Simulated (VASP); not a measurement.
# Ge (Fd-3m) in VASP: notebook

The runs below take Ge through single point, with PBEsol, revPBE.

All numbers are computed with VASP 6.6.1; they aren't measurements. Logs are shortened: lines on timing, memory, paths and dates and some standing lists are left out, and cuts for length are marked.

**Experimental background.**

From “Electronic and optical properties of SixGe1-x-ySny alloys lattice-matched to Ge”, 2021, arxiv:2109.02782, for a bulk crystal of Ge at 293 K: band gap 0.666 eV (indirect).

The runs below are set against these values where they give the same quantity.

## Step 1: The cell of the first run

It takes space group Fd-3m (No. 227, cubic). Conventional cell: a = 5.676 Å, b = 5.676 Å, c = 5.676 Å, α = 90.00°, β = 90.00°, γ = 90.00°. Ge (site symmetry -43m) has 4 Ge at 2.46 Å within 3.2 Å.

## Step 2: Single point, PBEsol

File INCAR:

```
SYSTEM = Ge
PREC = Accurate
ENCUT = 520
EDIFF = 1E-6
ISMEAR = 0
SIGMA = 0.1
LREAL = .FALSE.
LASPH = .TRUE.
NELM = 100
ALGO = Normal
ISIF = 2
LWAVE = .FALSE.
LCHARG = .FALSE.
GGA = PS
NBANDS = 21
```

File KPOINTS:

```
Automatic mesh
0
G
  14 14 14
  0 0 0
```

File POSCAR:

```
Ge
1.0
    0.0000000000      2.8378807260      2.8378807260
    2.8378807260      0.0000000000      2.8378807260
    2.8378807260      2.8378807260      0.0000000000
Ge
2
Direct
    0.5000000000      0.5000000000      0.5000000000
    0.7500000000      0.7500000000      0.7500000000
```

Potentials or basis: VASP PAW PBE potentials, release 64 (Ge_d).

Launch:

```console
$ cat potpaw_PBE.64/Ge_d/POTCAR > POTCAR
$ mpirun -np 1 vasp_std > vasp.out
```

OUTCAR:

```text
SYSTEM = Ge
   PREC = Accurate
   ENCUT = 520
   EDIFF = 1E-6
   ISMEAR = 0
   LREAL = .FALSE.
   LASPH = .TRUE.
   NELM = 100
   ISIF = 2
   GGA = PS

 ion  position               nearest neighbor table
   1  0.500  0.500  0.500-   2 2.46   2 2.46   2 2.46   2 2.46
   2  0.750  0.750  0.750-   1 2.46   1 2.46   1 2.46   1 2.46

  LATTYP: Found a face centered cubic cell.
 ALAT       =     5.6757614520

  Lattice vectors:

 A1 = (   0.0000000000,   2.8378807260,   2.8378807260)
 A2 = (   2.8378807260,   0.0000000000,   2.8378807260)
 A3 = (   2.8378807260,   2.8378807260,   0.0000000000)

Analysis of symmetry for initial positions (statically):
=====================================================================
 Subroutine PRICEL returns:
 Original cell was already a primitive cell.

 Routine SETGRP: Setting up the symmetry group for a
 face centered cubic supercell.

 Subroutine GETGRP returns: Found 48 space group operations
 (whereof 24 operations were pure point group operations)
 out of a pool of 48 trial point group operations.

The static configuration has the point symmetry T_d .
 The point group associated with its full space group is O_h .

Analysis of symmetry for dynamics (positions and initial velocities):
=====================================================================
 Subroutine PRICEL returns:
 Original cell was already a primitive cell.

 Routine SETGRP: Setting up the symmetry group for a
 face centered cubic supercell.

 Subroutine GETGRP returns: Found 48 space group operations
 (whereof 24 operations were pure point group operations)
 out of a pool of 48 trial point group operations.

The dynamic configuration has the point symmetry T_d .
 The point group associated with its full space group is O_h .

 Subroutine INISYM returns: Found 48 space group operations
 (whereof 24 operations are pure point group operations),
 and found     1 'primitive' translations

----------------------------------------------------------------------------------------

                                     Primitive cell

  volume of cell :      45.7101

  direct lattice vectors                    reciprocal lattice vectors
     0.000000000  2.837880726  2.837880726    -0.176187813  0.176187813  0.176187813
     2.837880726  0.000000000  2.837880726     0.176187813 -0.176187813  0.176187813
     2.837880726  2.837880726  0.000000000     0.176187813  0.176187813 -0.176187813

  length of vectors
     4.013369411  4.013369411  4.013369411     0.305166245  0.305166245  0.305166245

  position of ions in fractional coordinates (direct lattice)
[... 79 lines left out ...]
   EDIFF  = 0.1E-05   stopping-criterion for ELM
   LREAL  =      F    real-space projection
   EDIFFG = 0.1E-04   stopping-criterion for IOM
   NSW    =      0    number of steps for IOM
   IBRION =     -1    ionic relax: 0-MD 1-quasi-New 2-CG
   NFREE  =      0    steps in history (QN), initial steepest desc. (CG)
   ISIF   =      2    stress and relaxation
   ISYM   =      2    0-nonsym 1-usesym 2-fastsym
   POTIM  = 0.5000    time-step for ionic-motion
   TEBEG  =    0.0;   TEEND  =   0.0 temperature during run
   PSTRESS=    0.0 pullay stress
   NELECT =      28.0000    total number of electrons
   NUPDOWN=      -1.0000    fix difference up-down
   EMIN   =  10.00;   EMAX   =-10.00  energy-range for DOS
   EFERMI =   0.00;   METHOD = LEGACY
   ISMEAR =     0;   SIGMA  =   0.10  broadening in eV -4-tet -1-fermi 0-gaus
   EFERMI_NEDOS =   21; number of points for ismear=-14 and -15
   IALGO  =     38    algorithm
   IMIX   =      4    mixing-type and parameters
     AMIX     =   0.40;   BMIX     =  1.00
     AMIX_MAG =   1.60;   BMIX_MAG =  1.00
  volume/ion in A,a.u.               =      22.86       154.23
  Fermi-wavevector in a.u.,A,eV,Ry     =   1.390348  2.627376 26.300963  1.933066
  Thomas-Fermi vector in A             =   2.514291
   LORBIT       =      0    0 simple, 1 ext, 2 COOP (PROOUT), +10 PAW based schemes
   GGA     = PS    functional components
   LHFCALC =     F    Hartree Fock is set to
   AEXX    =    0.0000 exact exchange contribution
   IVDW    =     0    specifies the selected vdW correction
   LEPSILON=     F    determine dielectric tensor
   LRPA    =     F    only Hartree local field effects (RPA)
 non-spin polarized calculation
 Gauss-broadening in eV      SIGMA  =   0.10
  energy-cutoff  :      520.00
  volume of cell :       45.71
 maximum number of plane-waves:      1248
 NGX is ok and might be reduce to    30
   NGX = 15   NGY = 15   NGZ = 15

 number of electron      28.0000014 magnetization

 Free energy of the ion-electron system (eV)
  ---------------------------------------------------
  ext. energy  EPLUGINS =         0.00000000
  ---------------------------------------------------
  free energy    TOTEN  =        -9.87459461 eV

  energy without entropy =       -9.87436056  energy(sigma->0) =       -9.87447759

 E-fermi :   4.7869     XC(G=0): -10.0839

 val. band max:        4.7690940662   @ k =   0.0000   0.0000   0.0000
 cond. band min:       4.8630227615   @ k =   0.5000   0.0000   0.0000
 fundamental gap:      0.0939286953
 Fermi energy:         4.7868610783

 k-point     1 :       0.0000    0.0000    0.0000
  band No.  band energies     occupation
      1     -19.9796      2.00000
      2     -19.9796      2.00000
      3     -19.9796      2.00000
      4     -19.9437      2.00000
      5     -19.9437      2.00000
      6     -19.7367      2.00000
[... 565 lines left out ...]
     20      13.9193      0.00000
     21      14.5086      0.00000

 [... further k-points ...]

------------------------ aborting loop because EDIFF is reached ----------------------------------------

  FORCE on cell =-STRESS in cart. coord.  units (eV):
  Direction    XX          YY          ZZ          XY          YZ          ZX
  --------------------------------------------------------------------------------------
  -------------------------------------------------------------------------------------
  Total       -0.1193762     -0.1193762     -0.1193762      0.0000000      0.0000000      0.0000000
  in kB       -4.1842343     -4.1842343     -4.1842343      0.0000000      0.0000000      0.0000000
  external PRESSURE =      -4.1842343 kB  Pullay stress =       0.0000000 kB

 VOLUME and BASIS-vectors are now :
 -----------------------------------------------------------------------------
  energy-cutoff  :      520.00
  volume of cell :       45.71
      direct lattice vectors                 reciprocal lattice vectors
     0.000000000  2.837880726  2.837880726    -0.176187813  0.176187813  0.176187813
     2.837880726  0.000000000  2.837880726     0.176187813 -0.176187813  0.176187813
     2.837880726  2.837880726  0.000000000     0.176187813  0.176187813 -0.176187813

 POSITION                                       TOTAL-FORCE (eV/Angst)
 -----------------------------------------------------------------------------------
      2.83788      2.83788      2.83788        -0.000000     -0.000000     -0.000000
      4.25682      4.25682      4.25682         0.000000      0.000000      0.000000
 -----------------------------------------------------------------------------------
    total drift:                                0.000000     -0.000000     -0.000000

  FREE ENERGIE OF THE ION-ELECTRON SYSTEM (eV)
  ---------------------------------------------------
  free  energy   TOTEN  =        -9.8745946138 eV

  energy  without entropy=       -9.8743605642  energy(sigma->0) =       -9.87447759
```

OSZICAR:

```text
N       E                     dE             d eps       ncg     rms          rms(c)
DAV:   1     0.190826955308E+03    0.19083E+03   -0.14592E+04  4921   0.363E+03
DAV:   2     0.180774773413E+02   -0.17275E+03   -0.16723E+03  4383   0.612E+02
DAV:   3    -0.909055009395E+01   -0.27168E+02   -0.26987E+02  5038   0.144E+02
DAV:   4    -0.100075280262E+02   -0.91698E+00   -0.91650E+00  4886   0.311E+01
DAV:   5    -0.100224853751E+02   -0.14957E-01   -0.14957E-01  5003   0.439E+00    0.322E+00
DAV:   6    -0.992172907298E+01    0.10076E+00   -0.35468E-02  5854   0.227E+00    0.183E+00
DAV:   7    -0.987349007785E+01    0.48239E-01   -0.57524E-02  4737   0.241E+00    0.157E-01
DAV:   8    -0.987447811964E+01   -0.98804E-03   -0.67260E-03  5005   0.115E+00    0.501E-02
DAV:   9    -0.987457635748E+01   -0.98238E-04   -0.23659E-04  5185   0.222E-01    0.120E-02
DAV:  10    -0.987459362646E+01   -0.17269E-04   -0.22310E-05  5434   0.376E-02    0.543E-03
DAV:  11    -0.987459461378E+01   -0.98732E-06   -0.55440E-06  5935   0.386E-02
   1 F= -.98745946E+01 E0= -.98744776E+01  d E =-.234050E-03
```

Wall time 34 s (1 thread of Intel Xeon 6975P-C (Granite Rapids), shared host); peak memory 0.21 GiB.

What came out:

```
Free energy            : -9.8746 eV
Pressure               : -0.4 GPa
Band gap on the k mesh : zero (filled and empty bands touch)
```

Caveat: semilocal functionals underestimate gaps, and a narrow one can read as zero; the PAW data sets were made with another functional, which shifts forces and pressure a little.

## Step 3: Single point, revPBE

File INCAR:

```
SYSTEM = Ge
ALGO = Normal
EDIFF = 1E-6
ENCUT = 520
GGA = RE
ISIF = 2
ISMEAR = 0
LASPH = .TRUE.
LCHARG = .FALSE.
LREAL = .FALSE.
LWAVE = .FALSE.
NBANDS = 21
NELM = 60
PREC = Accurate
SIGMA = 0.1
```

File KPOINTS:

```
k-points
0
G
  14 14 14
  0 0 0
```

POSCAR is that of step 2.

Potentials or basis: VASP PAW PBE potentials, release 64 (Ge_d).

Launch:

```console
$ cat potpaw_PBE.64/Ge_d/POTCAR > POTCAR
$ mpirun -np 1 vasp_std > vasp.out
```

OUTCAR:

```text
SYSTEM = Ge
   EDIFF = 1E-6
   ENCUT = 520
   GGA = RE
   ISIF = 2
   ISMEAR = 0
   LASPH = .TRUE.
   LREAL = .FALSE.
   NELM = 60
   PREC = Accurate

 ion  position               nearest neighbor table
   1  0.500  0.500  0.500-   2 2.46   2 2.46   2 2.46   2 2.46
   2  0.750  0.750  0.750-   1 2.46   1 2.46   1 2.46   1 2.46

  LATTYP: Found a face centered cubic cell.
 ALAT       =     5.6757614520

  Lattice vectors:

 A1 = (   0.0000000000,   2.8378807260,   2.8378807260)
 A2 = (   2.8378807260,   0.0000000000,   2.8378807260)
 A3 = (   2.8378807260,   2.8378807260,   0.0000000000)

Analysis of symmetry for initial positions (statically):
=====================================================================
 Subroutine PRICEL returns:
 Original cell was already a primitive cell.

 Routine SETGRP: Setting up the symmetry group for a
 face centered cubic supercell.

 Subroutine GETGRP returns: Found 48 space group operations
 (whereof 24 operations were pure point group operations)
 out of a pool of 48 trial point group operations.

The static configuration has the point symmetry T_d .
 The point group associated with its full space group is O_h .
[... 159 lines left out ...]
  free energy    TOTEN  =        -8.43093426 eV

  energy without entropy =       -8.43084148  energy(sigma->0) =       -8.43088787

 E-fermi :   5.0396     XC(G=0):  -9.7532

 val. band max:        5.0116487255   @ k =   0.0000   0.0000   0.0000
 cond. band min:       5.1964156531   @ k =   0.5000   0.0000   0.0000
 fundamental gap:      0.1847669275
 Fermi energy:         5.0396410252

 k-point     1 :       0.0000    0.0000    0.0000
  band No.  band energies     occupation
      1     -19.8421      2.00000
      2     -19.8421      2.00000
      3     -19.8421      2.00000
      4     -19.8069      2.00000
      5     -19.8069      2.00000
      6     -19.6020      2.00000
[... 565 lines left out ...]
     20      14.3731      0.00000
     21      14.7448      0.00000

 [... further k-points ...]

------------------------ aborting loop because EDIFF is reached ----------------------------------------

  FORCE on cell =-STRESS in cart. coord.  units (eV):
  Direction    XX          YY          ZZ          XY          YZ          ZX
  --------------------------------------------------------------------------------------
  -------------------------------------------------------------------------------------
  Total        1.1595463      1.1595463      1.1595463      0.0000000      0.0000000      0.0000000
  in kB       40.6430468     40.6430468     40.6430468      0.0000000      0.0000000      0.0000000
  external PRESSURE =      40.6430468 kB  Pullay stress =       0.0000000 kB

 VOLUME and BASIS-vectors are now :
 -----------------------------------------------------------------------------
  energy-cutoff  :      520.00
  volume of cell :       45.71
      direct lattice vectors                 reciprocal lattice vectors
     0.000000000  2.837880726  2.837880726    -0.176187813  0.176187813  0.176187813
     2.837880726  0.000000000  2.837880726     0.176187813 -0.176187813  0.176187813
     2.837880726  2.837880726  0.000000000     0.176187813  0.176187813 -0.176187813

 POSITION                                       TOTAL-FORCE (eV/Angst)
 -----------------------------------------------------------------------------------
      2.83788      2.83788      2.83788         0.000000      0.000000      0.000000
      4.25682      4.25682      4.25682        -0.000000     -0.000000     -0.000000
 -----------------------------------------------------------------------------------
    total drift:                                0.000000     -0.000000      0.000000

  FREE ENERGIE OF THE ION-ELECTRON SYSTEM (eV)
  ---------------------------------------------------
  free  energy   TOTEN  =        -8.4309342606 eV

  energy  without entropy=       -8.4308414832  energy(sigma->0) =       -8.43088787
```

OSZICAR:

```text
N       E                     dE             d eps       ncg     rms          rms(c)
DAV:   1     0.192289662168E+03    0.19229E+03   -0.14623E+04  4931   0.364E+03
DAV:   2     0.194535425212E+02   -0.17284E+03   -0.16733E+03  4378   0.615E+02
DAV:   3    -0.757192092409E+01   -0.27025E+02   -0.26848E+02  5023   0.144E+02
DAV:   4    -0.848037095194E+01   -0.90845E+00   -0.90797E+00  4906   0.309E+01
DAV:   5    -0.849502612460E+01   -0.14655E-01   -0.14655E-01  4998   0.434E+00    0.331E+00
DAV:   6    -0.844822424176E+01    0.46802E-01   -0.20696E-02  5025   0.150E+00    0.196E+00
DAV:   7    -0.842807194568E+01    0.20152E-01   -0.44910E-02  4952   0.202E+00    0.164E-01
DAV:   8    -0.843051640294E+01   -0.24445E-02   -0.62133E-03  5033   0.934E-01    0.451E-02
DAV:   9    -0.843087169580E+01   -0.35529E-03   -0.43127E-04  4833   0.191E-01    0.164E-02
DAV:  10    -0.843092853849E+01   -0.56843E-04   -0.10001E-04  4928   0.910E-02    0.760E-03
DAV:  11    -0.843093431764E+01   -0.57791E-05   -0.18637E-05  4758   0.534E-02    0.215E-03
DAV:  12    -0.843093426057E+01    0.57069E-07   -0.57836E-07  4038   0.100E-02
   1 F= -.84309343E+01 E0= -.84308879E+01  d E =-.927773E-04
```

stdout:

```text
POSCAR found type information on POSCAR Ge
 POSCAR found :  1 types and       2 ions
 scaLAPACK will be used
 -----------------------------------------------------------------------------
|                                                                             |
|                                                                             |
|     You enforced a specific xc type in the INCAR file but a different       |
|     I HOPE YOU KNOW WHAT YOU ARE DOING!                                     |
|                                                                             |
 -----------------------------------------------------------------------------

 LDA part: xc-table for (Slater+PW92), standard interpolation
 POSCAR, INCAR and KPOINTS ok, starting setup
 FFT: planning ... GRIDC
 FFT: planning ... GRID_SOFT
 FFT: planning ... GRID
 WAVECAR not read
 entering main loop
```

It took 34 s on 1 thread of Intel Xeon 6975P-C (Granite Rapids), shared host; peak memory 0.22 GiB.

Results:

```yaml
Free_energy: -8.4309 eV
Pressure: 4.1 GPa
Band_gap_on_the_k_mesh: 0.03 eV
```

Levels at points of the mesh, in eV from the valence-band top:
```tsv
k point	band 11	band 12	band 13	band 14	band 15	band 16	band 17	band 18
(0.00, 0.00, 0.00)	-12.68	0.00	0.00	0.00	0.03	2.56	2.56	2.56
(0.50, 0.00, 0.00)	-10.61	-7.53	-1.39	-1.39	0.22	3.76	3.76	7.24
(0.50, 0.50, 0.00)	-8.83	-8.83	-3.04	-3.04	0.82	0.82	9.47	9.47
```

Caveat: the cell stands under pressure; the smearing spreads over this small gap; the PAW data sets were made with another functional, which shifts forces and pressure a little.

## Step 4: Single point, PBEsol

File INCAR:

```
PREC     = Accurate       # precision mode
ENCUT    = 520            # plane-wave cutoff, eV
EDIFF    = 1E-6           # SCF threshold, eV
ISMEAR   = -1             # smearing method
SIGMA    = 0.15           # smearing width, eV
LREAL    = F              # projectors in reciprocal space
LASPH    = T              # aspherical terms in the spheres
NELM     = 80             # most SCF steps
ALGO     = Normal         # electronic algorithm
ISIF     = 2              # what is computed and relaxed
LWAVE    = F              # write WAVECAR
LCHARG   = F              # write CHGCAR
GGA      = PS             # functional
NBANDS   = 21             # bands
```

File KPOINTS:

```
Automatic mesh
0
Gamma
  14 14 14
```

File POSCAR:

```
Ge
1.0
    0.0000000000      2.8387418727      2.8387418727
    2.8387418727      0.0000000000      2.8387418727
    2.8387418727      2.8387418727      0.0000000000
Ge
2
Direct
    0.5000000000      0.5000000000      0.5000000000
    0.7500000000      0.7500000000      0.7500000000
```

Launch:

```console
$ cat potpaw_PBE.64/Ge_d/POTCAR > POTCAR
$ mpirun -np 1 vasp_std > vasp.out
```

Run time: 34 s. Hardware: 1 thread of Intel Xeon 6975P-C (Granite Rapids), shared host; peak memory 0.21 GiB.

The run converged. Its results:

* Free energy: -9.8773 eV
* Pressure: -0.4 GPa
* Band gap on the k mesh: zero (filled and empty bands touch)

Levels at points of the mesh, in eV from the Fermi level:
```csv
k point,band 12,band 13,band 14,band 15,band 16,band 17
"(0.00, 0.00, 0.00)",-0.17,-0.07,-0.07,-0.07,2.46,2.46
"(0.50, 0.00, 0.00)",-7.65,-1.46,-1.46,0.02,3.64,3.64
"(0.50, 0.50, 0.00)",-8.93,-3.12,-3.12,0.61,0.61,9.34
```

Caveat: semilocal functionals underestimate gaps, and a narrow one can read as zero; the PAW data sets were made with another functional, which shifts forces and pressure a little.

(Continued in part 2 of 2.)

The gap in the log of VASP goes by the Fermi energy; the results here count the filled bands.